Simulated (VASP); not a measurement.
# SrO (R3m) in VASP: settings compared

SrO is run at these levels: PBE, r2SCAN; tasks: single point.

Everything below comes from runs of VASP 6.6.1. Logs are shortened: lines on timing, memory, paths and dates and some standing lists are left out, and cuts for length are marked.

## 1. The cell of the first run

Symmetry: R3m, No. 160, trigonal system. The conventional cell has a = 4.161 Å, b = 4.161 Å, c = 9.135 Å, α = 90.00°, β = 90.00°, γ = 120.00°. Within 3.2 Å of Sr (site symmetry 3m) lie 4 O at 2.41 to 2.49 Å. Within 3.2 Å of O (site symmetry 3m) lie 4 Sr at 2.41 to 2.49 Å.

## 2. Single point, PBE (epitaxial 111 strain +5.4%)

The input, INCAR:

```
  PREC = Accurate
  ENCUT = 520
  EDIFF = 1E-6
  ISMEAR = -1
  SIGMA = 0.02
  LREAL = False
  LASPH = True
  NELM = 80
  ALGO = Normal
  ISIF = 2
  LWAVE = False
  LCHARG = True
  GGA = PE
  LELF = True
  LVHAR = True
  NBANDS = 15
```

The input, KPOINTS:

```
Automatic mesh
0
Gamma
  8 8 8
```

The input, POSCAR:

```
SrO
1.0
   -0.2032193739      2.7387273788      2.7387273788
    2.7387273788     -0.2032193739      2.7387273788
    2.7387273788      2.7387273788     -0.2032193739
Sr O
1 1
Direct
   -0.0066524534     -0.0066524534     -0.0066524534
    0.2566524534      0.2566524534      0.2566524534
```

Potentials or basis: VASP PAW PBE potentials, release 64 (Sr_sv, O).

On the command line:

```
$ cat potpaw_PBE.64/Sr_sv/POTCAR potpaw_PBE.64/O/POTCAR > POTCAR
$ mpirun -np 1 vasp_std > vasp.out
```

OUTCAR:

```text
PREC = Accurate
   ENCUT = 520
   EDIFF = 1E-6
   ISMEAR = -1
   LREAL = False
   LASPH = True
   NELM = 80
   ISIF = 2
   GGA = PE

 ion  position               nearest neighbor table
   1  0.993  0.993  0.993-   2 2.41   2 2.49   2 2.49   2 2.49
   2  0.257  0.257  0.257-   1 2.41   1 2.49   1 2.49   1 2.49

  LATTYP: Found a trigonal (rhomboedric) cell.
 ALAT       =     3.8784730790
 COS(alpha) =     0.4246288877

  Lattice vectors:

 A1 = (  -0.2032193739,   2.7387273788,   2.7387273788)
 A2 = (   2.7387273788,  -0.2032193739,   2.7387273788)
 A3 = (   2.7387273788,   2.7387273788,  -0.2032193739)

Analysis of symmetry for initial positions (statically):
=====================================================================
 Subroutine PRICEL returns:
 Original cell was already a primitive cell.

 Routine SETGRP: Setting up the symmetry group for a
 trigonal (rhombohedral) supercell.

 Subroutine GETGRP returns: Found  6 space group operations
 (whereof  6 operations were pure point group operations)
 out of a pool of 12 trial point group operations.

The static configuration has the point symmetry C_3v.

Analysis of symmetry for dynamics (positions and initial velocities):
=====================================================================
 Subroutine PRICEL returns:
 Original cell was already a primitive cell.

 Routine SETGRP: Setting up the symmetry group for a
 trigonal (rhombohedral) supercell.

 Subroutine GETGRP returns: Found  6 space group operations
 (whereof  6 operations were pure point group operations)
 out of a pool of 12 trial point group operations.

The dynamic configuration has the point symmetry C_3v.

 Subroutine INISYM returns: Found  6 space group operations
 (whereof  6 operations are pure point group operations),
 and found     1 'primitive' translations

----------------------------------------------------------------------------------------

                                     Primitive cell

  volume of cell :      45.6488

  direct lattice vectors                    reciprocal lattice vectors
    -0.203219374  2.738727379  2.738727379    -0.163407005  0.176503974  0.176503974
     2.738727379 -0.203219374  2.738727379     0.176503974 -0.163407005  0.176503974
     2.738727379  2.738727379 -0.203219374     0.176503974  0.176503974 -0.163407005

  length of vectors
     3.878473079  3.878473079  3.878473079     0.298344021  0.298344021  0.298344021

  position of ions in fractional coordinates (direct lattice)
     0.993347547  0.993347547  0.993347547
     0.256652453  0.256652453  0.256652453

  ion indices of the primitive-cell ions
   primitive index   ion index
                 1           1
                 2           2

----------------------------------------------------------------------------------------

 KPOINTS: Automatic mesh

Automatic generation of k-mesh.
 Grid dimensions read from file:
 generate k-points for:    8    8    8

 Generating k-lattice:

  Cartesian coordinates                     Fractional coordinates (reciprocal lattice)
    -0.020425876  0.022062997  0.022062997     0.125000000 -0.000000000 -0.000000000
     0.022062997 -0.020425876  0.022062997    -0.000000000  0.125000000 -0.000000000
     0.022062997  0.022062997 -0.020425876    -0.000000000 -0.000000000  0.125000000

  Length of vectors
     0.037293003  0.037293003  0.037293003

  Shift w.r.t. Gamma in fractional coordinates (k-lattice)
     0.000000000  0.000000000  0.000000000

 Subroutine IBZKPT returns following result:
 ===========================================

 Found     65 irreducible k-points:

 Following reciprocal coordinates:
            Coordinates               Weight
  0.000000  0.000000  0.000000      1.000000
  0.125000  0.000000  0.000000      6.000000
  0.250000  0.000000  0.000000      6.000000
  0.375000  0.000000  0.000000      6.000000
  0.500000  0.000000  0.000000      3.000000
  0.125000  0.125000 -0.000000      6.000000
[... 16 lines left out ...]
  0.250000  0.125000  0.125000      6.000000
  0.375000  0.125000  0.125000      6.000000
 [... further k-points ...]
   k-points           NKPTS =     65   k-points in BZ     NKDIM =     65   number of bands    NBANDS=     15
   number of dos      NEDOS =    301   number of ions     NIONS =      2
   total plane-waves  NPLWV =  27000
   dimension x,y,z NGX =    30 NGY =   30 NGZ =   30
   dimension x,y,z NGXF=    60 NGYF=   60 NGZF=   60
   ions per type =               1   1
   NGX,Y,Z   is equivalent  to a cutoff of  12.86, 12.86, 12.86 a.u.
   NGXF,Y,Z  is equivalent  to a cutoff of  25.72, 25.72, 25.72 a.u.
 SYSTEM =  unknown system
   PREC   = accura    normal or accurate (medium, high low for compatibility)
   ISTART =      0    job   : 0-new  1-cont  2-samecut
   ICHARG =      2    charge: 1-file 2-atom 10-const
   ISPIN  =      1    spin polarized calculation?
   LNONCOLLINEAR =      F non collinear calculations
   LSORBIT =      F    spin-orbit coupling
   LASPH  =      T    aspherical Exc in radial PAW
   ENCUT  =  520.0 eV  38.22 Ry    6.18 a.u.   7.21  7.21  7.21*2*pi/ulx,y,z
   NELM   =     80;   NELMIN=  2; NELMDL= -5     # of ELM steps
   EDIFF  = 0.1E-05   stopping-criterion for ELM
   LREAL  =      F    real-space projection
   EDIFFG = 0.1E-04   stopping-criterion for IOM
   NSW    =      0    number of steps for IOM
   IBRION =     -1    ionic relax: 0-MD 1-quasi-New 2-CG
   NFREE  =      0    steps in history (QN), initial steepest desc. (CG)
   ISIF   =      2    stress and relaxation
   ISYM   =      2    0-nonsym 1-usesym 2-fastsym
   POTIM  = 0.5000    time-step for ionic-motion
   TEBEG  =    0.0;   TEEND  =   0.0 temperature during run
   PSTRESS=    0.0 pullay stress
   NELECT =      16.0000    total number of electrons
   NUPDOWN=      -1.0000    fix difference up-down
   EMIN   =  10.00;   EMAX   =-10.00  energy-range for DOS
   EFERMI =   0.00;   METHOD = LEGACY
   ISMEAR =    -1;   SIGMA  =   0.02  broadening in eV -4-tet -1-fermi 0-gaus
   EFERMI_NEDOS =   21; number of points for ismear=-14 and -15
   IALGO  =     38    algorithm
   IMIX   =      4    mixing-type and parameters
     AMIX     =   0.40;   BMIX     =  1.00
     AMIX_MAG =   1.60;   BMIX_MAG =  1.00
  volume/ion in A,a.u.               =      22.82       154.03
  Fermi-wavevector in a.u.,A,eV,Ry     =   1.154264  2.181243 18.127385  1.332325
  Thomas-Fermi vector in A             =   2.290902
   LORBIT       =      0    0 simple, 1 ext, 2 COOP (PROOUT), +10 PAW based schemes
   GGA     = PE    functional components
   LHFCALC =     F    Hartree Fock is set to
   AEXX    =    0.0000 exact exchange contribution
   IVDW    =     0    specifies the selected vdW correction
   LEPSILON=     F    determine dielectric tensor
   LRPA    =     F    only Hartree local field effects (RPA)
 non-spin polarized calculation
  energy-cutoff  :      520.00
  volume of cell :       45.65
 maximum number of plane-waves:      1248
 NGX is ok and might be reduce to    30
   NGX = 15   NGY = 15   NGZ = 15

 number of electron      16.0000002 magnetization

 Free energy of the ion-electron system (eV)
  ---------------------------------------------------
  ext. energy  EPLUGINS =         0.00000000
  ---------------------------------------------------
  free energy    TOTEN  =       -11.70753339 eV

  energy without entropy =      -11.70753339  energy(sigma->0) =      -11.70753339

 E-fermi :   0.5972     XC(G=0):  -8.4430

 val. band max:        0.1254548638   @ k =  -0.2500   0.5000   0.2500
 cond. band min:       2.5010482235   @ k =   0.0000   0.0000   0.0000
 fundamental gap:      2.3755933598
 Fermi energy:         0.5972456671

 k-point     1 :       0.0000    0.0000    0.0000
  band No.  band energies     occupation
      1     -32.3381      2.00000
      2     -14.7273      2.00000
      3     -14.2324      2.00000
      4     -14.2324      2.00000
      5     -14.0725      2.00000
      6      -0.6898      2.00000
      7      -0.6898      2.00000
      8      -0.4088      2.00000
      9       2.5010      0.00000
     10       7.7813      0.00000
     11       7.7813      0.00000
     12       9.2062      0.00000
     13       9.2062      0.00000
     14       9.3610      0.00000
     15      13.9448      0.00000

 k-point     2 :       0.1250    0.0000    0.0000
  band No.  band energies     occupation
      1     -32.3317      2.00000
      2     -15.0348      2.00000
      3     -14.2443      2.00000
      4     -14.2387      2.00000
      5     -13.7883      2.00000
      6      -0.7790      2.00000
      7      -0.6329      2.00000
      8      -0.3905      2.00000
      9       2.9746      0.00000
     10       7.4420      0.00000
     11       7.6561      0.00000
     12       8.9234      0.00000
     13       9.4236      0.00000
     14       9.6156      0.00000
     15      12.9296      0.00000

 k-point     3 :       0.2500    0.0000    0.0000
  band No.  band energies     occupation
      1     -32.3163      2.00000
      2     -15.4687      2.00000
      3     -14.2648      2.00000
      4     -14.2537      2.00000
      5     -13.4233      2.00000
      6      -0.8570      2.00000
      7      -0.4981      2.00000
      8      -0.3260      2.00000
      9       3.9904      0.00000
     10       6.9948      0.00000
     11       7.5267      0.00000
     12       8.3594      0.00000
     13       9.5295      0.00000
     14       9.9532      0.00000
     15      11.7624      0.00000
[... 343 lines left out ...]
 k-point    23 :       0.2500    0.1250    0.1250
  band No.  band energies     occupation
      1     -32.3172      2.00000
      2     -15.3078      2.00000
      3     -14.2864      2.00000
      4     -14.2492      2.00000
      5     -13.5812      2.00000
      6      -0.8182      2.00000
      7      -0.5777      2.00000
      8      -0.4123      2.00000
      9       3.7678      0.00000
     10       6.8803      0.00000
     11       7.5467      0.00000
     12       9.0441      0.00000
     13       9.4504      0.00000
     14       9.7023      0.00000
     15      13.0342      0.00000

 k-point    24 :       0.3750    0.1250    0.1250
  band No.  band energies     occupation
      1     -32.3017      2.00000
      2     -15.6457      2.00000
      3     -14.3350      2.00000
      4     -14.2642      2.00000
      5     -13.2866      2.00000
      6      -0.8421      2.00000
      7      -0.4404      2.00000
      8      -0.3093      2.00000
      9       4.6936      0.00000
     10       6.5757      0.00000
     11       7.2165      0.00000
     12       8.7657      0.00000
     13       9.6806      0.00000
     14       9.9410      0.00000
     15      11.9544      0.00000

 [... further k-points ...]
[... 5 lines left out ...]
  --------------------------------------------------------------------------------------
  -------------------------------------------------------------------------------------
  Total       -0.5285521     -0.5285521     -0.5285521      0.4596949      0.4596949      0.4596949
  in kB      -18.5510842    -18.5510842    -18.5510842     16.1343393     16.1343393     16.1343393
  external PRESSURE =     -18.5510842 kB  Pullay stress =       0.0000000 kB

 VOLUME and BASIS-vectors are now :
 -----------------------------------------------------------------------------
  energy-cutoff  :      520.00
  volume of cell :       45.65
      direct lattice vectors                 reciprocal lattice vectors
    -0.203219374  2.738727379  2.738727379    -0.163407005  0.176503974  0.176503974
     2.738727379 -0.203219374  2.738727379     0.176503974 -0.163407005  0.176503974
     2.738727379  2.738727379 -0.203219374     0.176503974  0.176503974 -0.163407005

 POSITION                                       TOTAL-FORCE (eV/Angst)
 -----------------------------------------------------------------------------------
      5.23915      5.23915      5.23915         0.000284      0.000284      0.000284
      1.35365      1.35365      1.35365        -0.000284     -0.000284     -0.000284
 -----------------------------------------------------------------------------------
    total drift:                               -0.000017     -0.000017     -0.000017

  FREE ENERGIE OF THE ION-ELECTRON SYSTEM (eV)
  ---------------------------------------------------
  free  energy   TOTEN  =       -11.7075333872 eV

  energy  without entropy=      -11.7075333872  energy(sigma->0) =      -11.70753339
```

It took 32 s on 1 thread of Intel Xeon 6975P-C, shared host; peak memory 0.2 GiB.

What came out:

```yaml
Free_energy: -11.7075 eV
Pressure: -1.9 GPa
Band_gap_on_the_k_mesh: 2.38 eV, indirect (least direct gap 2.91 eV)
```

Levels at points of the mesh, in eV from the valence-band top:
```
           k point  band 5  band 6  band 7  band 8  band 9  band 10  band 11  band 12
(0.00, 0.00, 0.00)  -14.20   -0.82   -0.82   -0.53    2.38     7.66     7.66     9.08
(0.50, 0.00, 0.00)  -13.24   -0.83   -0.44   -0.38    5.09     6.65     6.72     8.30
(0.50, 0.50, 0.00)  -13.02   -1.31   -0.06   -0.03    4.48     5.62     9.10     9.54
(0.50, 0.50, 0.50)  -13.44   -0.56   -0.56   -0.48    5.17     7.10     7.35     7.35
```

Caveat: the cell differs from its parent crystal (epitaxial 111 strain +5.4%). A k mesh can miss the band edges.

## 3. Single point, r2SCAN (epitaxial 111 strain +5.4%)

POSCAR is that of step 2.

The input, INCAR.step1:

```
PREC = Accurate
ENCUT = 520
ISMEAR = 0
SIGMA = 0.01
LREAL = F
LASPH = T
NELM = 60
NBANDS = 15
GGA = PE
ALGO = Normal
EDIFF = 1E-4
LWAVE = T
LCHARG = F
```

The input, INCAR.step2:

```
PREC = Accurate
ENCUT = 520
EDIFF = 1E-7
ISMEAR = 0
SIGMA = 0.01
LREAL = F
LASPH = T
NELM = 60
ALGO = Normal
ISIF = 2
LWAVE = F
LCHARG = T
METAGGA = R2SCAN
LMIXTAU = T
LELF = T
LVHAR = T
NBANDS = 15
ISTART = 1
```

KPOINTS is that of step 2.

Potentials or basis: VASP PAW PBE potentials, release 64 (Sr_sv, O).

On the command line:

```
$ cat potpaw_PBE.64/Sr_sv/POTCAR potpaw_PBE.64/O/POTCAR > POTCAR
$ cp INCAR.step1 INCAR
$ mpirun -np 1 vasp_std > vasp.out
$ cp INCAR.step2 INCAR
$ mpirun -np 1 vasp_std > vasp.out
```

OUTCAR:

```text
PREC = Accurate
   ENCUT = 520
   EDIFF = 1E-7
   ISMEAR = 0
   LREAL = F
   LASPH = T
   NELM = 60
   ISIF = 2
   METAGGA = R2SCAN
   ISTART = 1

 ion  position               nearest neighbor table
   1  0.993  0.993  0.993-   2 2.41   2 2.49   2 2.49   2 2.49
   2  0.257  0.257  0.257-   1 2.41   1 2.49   1 2.49   1 2.49

  LATTYP: Found a trigonal (rhomboedric) cell.
 ALAT       =     3.8784730790
 COS(alpha) =     0.4246288877

  Lattice vectors:

[... 609 lines left out ...]
      8      -0.6134      2.00000
      9       4.7585      0.00000
     10       6.8170      0.00000
     11       7.4180      0.00000
     12       9.1023      0.00000
     13      10.0455      0.00000
     14      10.2873      0.00000
     15      12.3488      0.00000

 [... further k-points ...]
[... 5 lines left out ...]
  --------------------------------------------------------------------------------------
  -------------------------------------------------------------------------------------
  Total       -0.8320494     -0.8320494     -0.8320494      0.4722239      0.4722239      0.4722239
  in kB      -29.2032090    -29.2032090    -29.2032090     16.5740788     16.5740788     16.5740788
  external PRESSURE =     -29.2032090 kB  Pullay stress =       0.0000000 kB

 VOLUME and BASIS-vectors are now :
 -----------------------------------------------------------------------------
  energy-cutoff  :      520.00
  volume of cell :       45.65
      direct lattice vectors                 reciprocal lattice vectors
    -0.203219374  2.738727379  2.738727379    -0.163407005  0.176503974  0.176503974
     2.738727379 -0.203219374  2.738727379     0.176503974 -0.163407005  0.176503974
     2.738727379  2.738727379 -0.203219374     0.176503974  0.176503974 -0.163407005

 POSITION                                       TOTAL-FORCE (eV/Angst)
 -----------------------------------------------------------------------------------
      5.23915      5.23915      5.23915        -0.007690     -0.007690     -0.007690
      1.35365      1.35365      1.35365         0.007690      0.007690      0.007690
 -----------------------------------------------------------------------------------
    total drift:                               -0.000446     -0.000446     -0.000446

  FREE ENERGIE OF THE ION-ELECTRON SYSTEM (eV)
  ---------------------------------------------------
  free  energy   TOTEN  =       -26.5643899807 eV

  energy  without entropy=      -26.5643899807  energy(sigma->0) =      -26.56438998
```

Run time: 2.5 min. Hardware: 1 thread of Intel Xeon 6975P-C, shared host; peak memory 0.2 GiB.

Results:

```
Free energy            : -26.5644 eV
Pressure               : -2.9 GPa
Largest force          : 0.013 eV/Å
Band gap on the k mesh : 2.76 eV, indirect (least direct gap 3.30 eV)
```

Forces in eV/Å, atoms in the order of the input:
```
Sr  -0.008 -0.008 -0.008
O    0.008  0.008  0.008
```

Stress tensor (GPa, compression positive):
```
-2.92  1.66  1.66
 1.66 -2.92  1.66
 1.66  1.66 -2.92
```

Levels at points of the mesh, in eV from the valence-band top:
```tsv
k point	band 5	band 6	band 7	band 8	band 9	band 10	band 11	band 12
(0.00, 0.00, 0.00)	-14.73	-0.81	-0.81	-0.53	2.76	8.27	8.27	9.71
(0.50, 0.00, 0.00)	-13.89	-0.81	-0.44	-0.38	5.46	7.20	7.22	8.91
(0.50, 0.50, 0.00)	-13.67	-1.29	-0.06	-0.03	4.83	6.10	9.74	10.19
(0.50, 0.50, 0.50)	-14.11	-0.56	-0.56	-0.48	5.54	7.59	7.91	7.91
```

Caveat: the cell differs from its parent crystal (epitaxial 111 strain +5.4%); the PAW data sets were made with another functional, which shifts forces and pressure a little. A k mesh can miss the band edges.
